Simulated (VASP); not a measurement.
# ZnO (ref) (P6_3mc) in VASP: further runs

The runs below take ZnO (ref) through single point, with r2SCAN.

Everything below comes from runs of VASP 6.6.1. Logs are shortened: lines on timing, memory, paths and dates and some standing lists are left out, and cuts for length are marked.

## (1) The cell of the first run

Symmetry: P6_3mc, No. 186, hexagonal system. The conventional cell has a = 3.235 Å, b = 3.235 Å, c = 5.211 Å, α = 90.00°, β = 90.00°, γ = 120.00°. Zn (site symmetry 3m) has 4 O at 1.90 to 2.26 Å within 2.5 Å. O (site symmetry 3m) has 4 Zn at 1.90 to 2.26 Å within 2.5 Å.

## (2) Single point, r2SCAN

File POSCAR:

```
ZnO
1.0
    3.2351576527      0.0000000000      0.0000000000
   -1.6175788264      2.8017287125      0.0000000000
    0.0000000000      0.0000000000      5.2110795600
Zn O
2 2
Direct
    0.3333333333      0.6666666667     -0.0259090968
    0.6666666667      0.3333333333      0.4740909032
    0.3333333333      0.6666666667      0.4079090968
    0.6666666667      0.3333333333      0.9079090968
```

File INCAR.step1:

```
SYSTEM = ZnO
PREC = Accurate
ENCUT = 520
ISMEAR = 0
SIGMA = 0.01
LREAL = .False.
LASPH = .True.
NELM = 60
NBANDS = 26
GGA = PE
ALGO = Normal
EDIFF = 1E-4
LWAVE = .True.
LCHARG = .False.
```

File INCAR.step2:

```
SYSTEM = ZnO
PREC = Accurate
ENCUT = 520
EDIFF = 1E-7
ISMEAR = 0
SIGMA = 0.01
LREAL = .False.
LASPH = .True.
NELM = 60
ALGO = Normal
ISIF = 2
LWAVE = .False.
LCHARG = .False.
METAGGA = R2SCAN
LMIXTAU = .True.
NBANDS = 26
ISTART = 1
```

File KPOINTS:

```
regular mesh
0
Gamma
  12 12 8
  0 0 0
```

Potentials or basis: VASP PAW PBE potentials, release 64 (Zn, O).

Started as:

```console
$ cat potpaw_PBE.64/Zn/POTCAR potpaw_PBE.64/O/POTCAR > POTCAR
$ cp INCAR.step1 INCAR
$ mpirun -np 1 vasp_std > vasp.out
$ cp INCAR.step2 INCAR
$ mpirun -np 1 vasp_std > vasp.out
```

OUTCAR:

```text
SYSTEM = ZnO
   PREC = Accurate
   ENCUT = 520
   EDIFF = 1E-7
   ISMEAR = 0
   LREAL = .False.
   LASPH = .True.
   NELM = 60
   ISIF = 2
   METAGGA = R2SCAN
   ISTART = 1

 ion  position               nearest neighbor table
   1  0.333  0.667  0.974-   4 1.90   4 1.90   4 1.90   3 2.26
   2  0.667  0.333  0.474-   3 1.90   3 1.90   3 1.90   4 2.26
   3  0.333  0.667  0.408-   2 1.90   2 1.90   2 1.90   1 2.26
   4  0.667  0.333  0.908-   1 1.90   1 1.90   1 1.90   2 2.26

  LATTYP: Found a hexagonal cell.
 ALAT       =     3.2351576527
 C/A-ratio  =     1.6107652607

  Lattice vectors:

 A1 = (   3.2351576527,   0.0000000000,   0.0000000000)
 A2 = (  -1.6175788264,   2.8017287125,   0.0000000000)
 A3 = (   0.0000000000,   0.0000000000,   5.2110795600)

Analysis of symmetry for initial positions (statically):
=====================================================================
 Subroutine PRICEL returns:
 Original cell was already a primitive cell.

 Routine SETGRP: Setting up the symmetry group for a
 hexagonal supercell.

 Subroutine GETGRP returns: Found 12 space group operations
 (whereof  6 operations were pure point group operations)
 out of a pool of 24 trial point group operations.

The static configuration has the point symmetry C_3v.
 The point group associated with its full space group is C_6v.

Analysis of symmetry for dynamics (positions and initial velocities):
=====================================================================
 Subroutine PRICEL returns:
 Original cell was already a primitive cell.

 Routine SETGRP: Setting up the symmetry group for a
 hexagonal supercell.

 Subroutine GETGRP returns: Found 12 space group operations
 (whereof  6 operations were pure point group operations)
 out of a pool of 24 trial point group operations.

The dynamic configuration has the point symmetry C_3v.
 The point group associated with its full space group is C_6v.

 Subroutine INISYM returns: Found 12 space group operations
 (whereof  6 operations are pure point group operations),
 and found     1 'primitive' translations

----------------------------------------------------------------------------------------

                                     Primitive cell

  volume of cell :      47.2334

  direct lattice vectors                    reciprocal lattice vectors
     3.235157653  0.000000000  0.000000000     0.309103947  0.178461247  0.000000000
    -1.617578826  2.801728713  0.000000000     0.000000000  0.356922494  0.000000000
     0.000000000  0.000000000  5.211079560     0.000000000  0.000000000  0.191898816

  length of vectors
     3.235157653  3.235157653  5.211079560     0.356922494  0.356922494  0.191898816

  position of ions in fractional coordinates (direct lattice)
     0.333333333  0.666666667  0.974090903
     0.666666667  0.333333333  0.474090903
     0.333333333  0.666666667  0.407909097
     0.666666667  0.333333333  0.907909097

  ion indices of the primitive-cell ions
   primitive index   ion index
                 1           1
                 2           2
                 3           3
                 4           4

----------------------------------------------------------------------------------------

 KPOINTS: regular mesh

Automatic generation of k-mesh.
 Grid dimensions read from file:
 generate k-points for:   12   12    8

 Generating k-lattice:

  Cartesian coordinates                     Fractional coordinates (reciprocal lattice)
     0.025758662  0.014871771  0.000000000     0.083333333  0.000000000  0.000000000
     0.000000000  0.029743541  0.000000000     0.000000000  0.083333333  0.000000000
     0.000000000  0.000000000  0.023987352     0.000000000  0.000000000  0.125000000

  Length of vectors
     0.029743541  0.029743541  0.023987352

  Shift w.r.t. Gamma in fractional coordinates (k-lattice)
     0.000000000  0.000000000  0.000000000

 Subroutine IBZKPT returns following result:
 ===========================================

 Found     95 irreducible k-points:

 Following reciprocal coordinates:
            Coordinates               Weight
  0.000000  0.000000  0.000000      1.000000
  0.083333 -0.000000  0.000000      6.000000
  0.166667 -0.000000  0.000000      6.000000
  0.250000 -0.000000  0.000000      6.000000
  0.333333  0.000000  0.000000      6.000000
  0.416667 -0.000000  0.000000      6.000000
[... 16 lines left out ...]
  0.250000 -0.000000  0.125000     12.000000
  0.333333  0.000000  0.125000     12.000000
 [... further k-points ...]
   k-points           NKPTS =     95   k-points in BZ     NKDIM =     95   number of bands    NBANDS=     26
   number of dos      NEDOS =    301   number of ions     NIONS =      4
   total plane-waves  NPLWV =  23040
   dimension x,y,z NGX =    24 NGY =   24 NGZ =   40
   dimension x,y,z NGXF=    48 NGYF=   48 NGZF=   80
   ions per type =               2   2
   NGX,Y,Z   is equivalent  to a cutoff of  12.33, 12.33, 12.76 a.u.
   NGXF,Y,Z  is equivalent  to a cutoff of  24.67, 24.67, 25.52 a.u.
 SYSTEM =  ZnO
   PREC   = accura    normal or accurate (medium, high low for compatibility)
   ISTART =      1    job   : 0-new  1-cont  2-samecut
   ICHARG =      0    charge: 1-file 2-atom 10-const
   ISPIN  =      1    spin polarized calculation?
   LNONCOLLINEAR =      F non collinear calculations
   LSORBIT =      F    spin-orbit coupling
   LASPH  =      T    aspherical Exc in radial PAW
   ENCUT  =  520.0 eV  38.22 Ry    6.18 a.u.   6.02  6.02  9.69*2*pi/ulx,y,z
   NELM   =     60;   NELMIN=  2; NELMDL=  0     # of ELM steps
   EDIFF  = 0.1E-06   stopping-criterion for ELM
   LREAL  =      F    real-space projection
   EDIFFG = 0.1E-05   stopping-criterion for IOM
   NSW    =      0    number of steps for IOM
   IBRION =     -1    ionic relax: 0-MD 1-quasi-New 2-CG
   NFREE  =      0    steps in history (QN), initial steepest desc. (CG)
   ISIF   =      2    stress and relaxation
   ISYM   =      2    0-nonsym 1-usesym 2-fastsym
   POTIM  = 0.5000    time-step for ionic-motion
   TEBEG  =    0.0;   TEEND  =   0.0 temperature during run
   PSTRESS=    0.0 pullay stress
   NELECT =      36.0000    total number of electrons
   NUPDOWN=      -1.0000    fix difference up-down
   EMIN   =  10.00;   EMAX   =-10.00  energy-range for DOS
   EFERMI =   0.00;   METHOD = LEGACY
   ISMEAR =     0;   SIGMA  =   0.01  broadening in eV -4-tet -1-fermi 0-gaus
   EFERMI_NEDOS =   21; number of points for ismear=-14 and -15
   IALGO  =     38    algorithm
   IMIX   =      4    mixing-type and parameters
     AMIX     =   0.40;   BMIX     =  1.00
     AMIX_MAG =   1.60;   BMIX_MAG =  1.00
  volume/ion in A,a.u.               =      11.81        79.69
  Fermi-wavevector in a.u.,A,eV,Ry     =   1.495406  2.825908 30.425899  2.236240
  Thomas-Fermi vector in A             =   2.607555
   LORBIT       =      0    0 simple, 1 ext, 2 COOP (PROOUT), +10 PAW based schemes
   METAGGA = R2SCAN    functional components
   LHFCALC =     F    Hartree Fock is set to
   AEXX    =    0.0000 exact exchange contribution
   IVDW    =     0    specifies the selected vdW correction
   LEPSILON=     F    determine dielectric tensor
   LRPA    =     F    only Hartree local field effects (RPA)
 non-spin polarized calculation
 Gauss-broadening in eV      SIGMA  =   0.01
  energy-cutoff  :      520.00
  volume of cell :       47.23
 maximum number of plane-waves:      1296
   NGX = 13   NGY = 13   NGZ = 19

 number of electron      36.0000018 magnetization

 Free energy of the ion-electron system (eV)
  ---------------------------------------------------
  ext. energy  EPLUGINS =         0.00000000
  ---------------------------------------------------
  free energy    TOTEN  =       -36.02250658 eV

  energy without entropy =      -36.02250658  energy(sigma->0) =      -36.02250658

 E-fermi :   1.1745     XC(G=0): -11.6960

 val. band max:        1.0519845893   @ k =   0.0000   0.0000   0.0000
 cond. band min:       2.3240438193   @ k =   0.0000   0.0000   0.0000
 fundamental gap:      1.2720592300
 Fermi energy:         1.1744847709

 k-point     1 :       0.0000    0.0000    0.0000
  band No.  band energies     occupation
      1     -18.2939      2.00000
      2     -17.6394      2.00000
      3      -5.2562      2.00000
      4      -5.2561      2.00000
      5      -5.2336      2.00000
      6      -5.2335      2.00000
[... 18 lines left out ...]
     25      15.8894      0.00000
     26      16.1159      0.00000

 k-point     2 :       0.0833   -0.0000    0.0000
  band No.  band energies     occupation
      1     -18.2551      2.00000
      2     -17.6191      2.00000
      3      -5.2912      2.00000
      4      -5.2359      2.00000
      5      -5.2175      2.00000
      6      -5.1858      2.00000
[... 18 lines left out ...]
     25      16.0568      0.00000
     26      16.0899      0.00000

 k-point     3 :       0.1667   -0.0000    0.0000
  band No.  band energies     occupation
      1     -18.1456      2.00000
      2     -17.5647      2.00000
      3      -5.3689      2.00000
      4      -5.2354      2.00000
      5      -5.1000      2.00000
      6      -5.0562      2.00000
[... 18 lines left out ...]
     25      15.2511      0.00000
     26      16.5721      0.00000

 k-point     4 :       0.2500   -0.0000    0.0000
  band No.  band energies     occupation
      1     -17.9872      2.00000
      2     -17.4947      2.00000
      3      -5.4363      2.00000
      4      -5.2121      2.00000
      5      -4.9191      2.00000
      6      -4.8710      2.00000
[... 18 lines left out ...]
     25      15.5014      0.00000
     26      16.8225      0.00000

 k-point     5 :       0.3333    0.0000    0.0000
  band No.  band energies     occupation
      1     -17.8140      2.00000
      2     -17.4347      2.00000
      3      -5.4427      2.00000
      4      -5.1725      2.00000
      5      -4.7222      2.00000
      6      -4.6628      2.00000
[... 18 lines left out ...]
     25      15.9251      0.00000
     26      16.6039      0.00000

 k-point     6 :       0.4167   -0.0000    0.0000
  band No.  band energies     occupation
      1     -17.6690      2.00000
      2     -17.4056      2.00000
      3      -5.3764      2.00000
      4      -5.1587      2.00000
      5      -4.5802      2.00000
      6      -4.4805      2.00000
[... 427 lines left out ...]
 k-point    21 :       0.0833   -0.0000    0.1250
  band No.  band energies     occupation
      1     -18.2318      2.00000
      2     -17.6442      2.00000
      3      -5.2928      2.00000
      4      -5.2429      2.00000
      5      -5.2183      2.00000
      6      -5.1890      2.00000
[... 18 lines left out ...]
     25      15.3541      0.00000
     26      15.9434      0.00000

 k-point    22 :       0.1667   -0.0000    0.1250
  band No.  band energies     occupation
      1     -18.1241      2.00000
      2     -17.5873      2.00000
      3      -5.3715      2.00000
      4      -5.2517      2.00000
      5      -5.1004      2.00000
      6      -5.0601      2.00000
[... 18 lines left out ...]
     25      15.0523      0.00000
     26      16.3662      0.00000

 k-point    23 :       0.2500   -0.0000    0.1250
  band No.  band energies     occupation
      1     -17.9685      2.00000
      2     -17.5134      2.00000
      3      -5.4402      2.00000
      4      -5.2381      2.00000
      5      -4.9194      2.00000
      6      -4.8750      2.00000
[... 18 lines left out ...]
     25      15.4988      0.00000
     26      16.6270      0.00000

 k-point    24 :       0.3333    0.0000    0.1250
  band No.  band energies     occupation
      1     -17.7990      2.00000
      2     -17.4485      2.00000
      3      -5.4488      2.00000
      4      -5.2035      2.00000
      5      -4.7219      2.00000
      6      -4.6671      2.00000
[... 18 lines left out ...]
     25      15.9170      0.00000
     26      16.5165      0.00000

 [... further k-points ...]
[... 5 lines left out ...]
  --------------------------------------------------------------------------------------
  -------------------------------------------------------------------------------------
  Total        2.9607854      2.9607854     -1.5887844     -0.0000000      0.0000000      0.0000000
  in kB      100.4311128    100.4311128    -53.8922490     -0.0000000      0.0000000      0.0000000
  external PRESSURE =      48.9899922 kB  Pullay stress =       0.0000000 kB

 VOLUME and BASIS-vectors are now :
 -----------------------------------------------------------------------------
  energy-cutoff  :      520.00
  volume of cell :       47.23
      direct lattice vectors                 reciprocal lattice vectors
     3.235157653  0.000000000  0.000000000     0.309103947  0.178461247  0.000000000
    -1.617578826  2.801728713  0.000000000     0.000000000  0.356922494  0.000000000
     0.000000000  0.000000000  5.211079560     0.000000000  0.000000000  0.191898816

 POSITION                                       TOTAL-FORCE (eV/Angst)
 -----------------------------------------------------------------------------------
     -0.00000      1.86782      5.07607        -0.000000      0.000000      0.690931
      1.61758      0.93391      2.47053         0.000000     -0.000000      0.690931
     -0.00000      1.86782      2.12565         0.000000     -0.000000     -0.690931
      1.61758      0.93391      4.73119         0.000000      0.000000     -0.690931
 -----------------------------------------------------------------------------------
    total drift:                               -0.000001     -0.000002      0.006208

  FREE ENERGIE OF THE ION-ELECTRON SYSTEM (eV)
  ---------------------------------------------------
  free  energy   TOTEN  =       -36.0225065784 eV

  energy  without entropy=      -36.0225065784  energy(sigma->0) =      -36.02250658
```

It took 4.6 min on 1 thread of Intel Xeon 6975P-C (Granite Rapids), shared host; peak memory 0.23 GiB.

Results:

```
Free energy            : -36.0225 eV
Pressure               : 4.9 GPa
Largest force          : 0.691 eV/Å
Band gap on the k mesh : 1.27 eV, direct
```

Forces in eV/Å, atoms in the order of the input:
```
Zn   0.000  0.000  0.691
Zn   0.000  0.000  0.691
O    0.000  0.000 -0.691
O    0.000  0.000 -0.691
```

Stress tensor (GPa, compression positive):
```
10.04  0.00  0.00
 0.00 10.04  0.00
 0.00  0.00 -5.39
```

Caveat: the PAW data sets were made with another functional, which shifts forces and pressure a little. A k mesh can miss the band edges.

[end of part 1 of 3]
